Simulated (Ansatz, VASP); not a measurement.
**One calculation of BN, two programs**

Contents of POSCAR:

```
BN
1.0
    2.5539396017      0.0000000000      0.0000000000
   -1.2769698009      2.2117765748      0.0000000000
    0.0000000000      0.0000000000      4.2268550000
N B
2 2
Direct
    0.3333333333      0.6666666667      0.1252760000
    0.6666666667      0.3333333333      0.6252760000
    0.3333333333      0.6666666667      0.4997240000
    0.6666666667      0.3333333333      0.9997240000
```

The input INCAR.step1:

```
SYSTEM = BN
  PREC = Accurate
  ENCUT = 520
  EDIFF = 1E-5
  ISMEAR = -1
  SIGMA = 0.05
  LREAL = .False.
  LASPH = .True.
  NELM = 100
  ALGO = Normal
  ISIF = 2
  LWAVE = .True.
  LCHARG = .False.
  NBANDS = 16
  GGA = PE
```

Contents of INCAR.step2:

```
SYSTEM = BN
  PREC = Accurate
  ENCUT = 520
  EDIFF = 1E-7
  ISMEAR = -1
  SIGMA = 0.05
  LREAL = .False.
  LASPH = .True.
  NELM = 100
  ALGO = Normal
  ISIF = 2
  LWAVE = .False.
  LCHARG = .False.
  GGA = PE
  LHFCALC = .True.
  AEXX = 0.25
  HFSCREEN = 0.15
  PRECFOCK = Normal
  NBANDS = 16
  ISTART = 1
```

Contents of KPOINTS:

```
Automatic mesh
0
Gamma
  6 6 3
  0 0 0
```

The input input.yaml:

```yaml
crystal:
  lattice:
    - [2.5539396017, 0.0, 0.0]
    - [-1.2769698009, 2.2117765748, 0.0]
    - [0.0, 0.0, 4.226855]
  atoms:
    - { symbol: "N", position: [0.3333333333, 0.6666666667, 0.125276] }
    - { symbol: "N", position: [0.6666666667, 0.3333333333, 0.625276] }
    - { symbol: B, position: [0.3333333333, 0.6666666667, 0.499724] }
    - { symbol: B, position: [0.6666666667, 0.3333333333, 0.999724] }
hamiltonian:
  xc:
    exchange: pbe
    correlation: pbe
    exx: { coeff: 0.25, omega: 0.15 }
  pseudopotentials: { kind: paw }
kpoints:
  mp_grid: { grid: [6, 6, 3] }
scf:
  occupations: { method: fermi_dirac, width: 0.05 }
output:
  forces: true
  stress: true
  eigenvalues: true
```

Alike in both runs: task single point; functional PBE-based screened hybrid; k mesh 6 × 6 × 3; occupations fermi-dirac, width 0.05 eV; no spin polarisation.

|  | VASP | Ansatz |
| --- | --- | --- |
| version | VASP 6.6.1 | Ansatz 0.2.0 |
| potentials or method | VASP PAW PBE potentials, release 64 (N, B) | Ansatz PAW |
| plane-wave cutoff (eV) | 520 | 420 |
| valence electrons in the cell | 16 | 16 |

```csv
,VASP,Ansatz,Ansatz less VASP
gap on the k mesh at the Fermi level (eV),6.70,6.71,+0.014
least direct gap on the mesh (eV),10.08,10.08,+0.008
pressure (GPa),-8.9,-9.3,-0.40
"traceless stress, the component that is largest in VASP (GPa)",-0.87,-0.81,+0.054
rms of the force components (eV/Å),0.020,0.022,+0.0015
```

VASP's potentials were made for PBE, not for PBE-based screened hybrid. Atom by atom the forces differ by 0.002 eV/Å (rms over components).

The k mesh is coarse, so the values compare programs but aren't converged. Noted on Ansatz's run: odd divisions of the mesh miss points on the zone boundary, where band edges often lie, so the gap on the mesh can be too wide.
